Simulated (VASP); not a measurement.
The system is Sc.

```
Sc
1.0
     3.30900    0.00000    0.00000
    -1.65450    2.86568    0.00000
     0.00000    0.00000    5.27330
Sc
2
Direct
  0.33333 0.66667 0.25000
  0.66667 0.33333 0.75000
```

Base run:

- Program: VASP 6.6.1
- Functional: PBE
- Potentials or basis: VASP PAW PBE potentials, release 64 (Sc_sv)
- Cutoff: 520 eV
- k mesh: 11 × 11 × 6
- Occupations: fermi-dirac, width 0.05 eV
- Spin: no spin polarisation

Its results: band gap on the k mesh zero (band 11 reaches 4.48 eV, above the bottom of band 12 at 3.14 eV); pressure -0.7 GPa.

Question: The run is repeated on the same cell with these changes: functional from PBE to r2SCAN; further incar settings from ALGO = Normal; EDIFF = 1e-07; NBANDS = 18 to ALGO = Normal; EDIFF = 1e-08; NBANDS = 18. What comes out?

Answer: Band gap on the k mesh zero (band 11 reaches 4.65 eV, above the bottom of band 12 at 3.20 eV); pressure 0.1 GPa.

Caveats: the PAW data sets were made with another functional, which shifts forces and pressure a little (some runs).
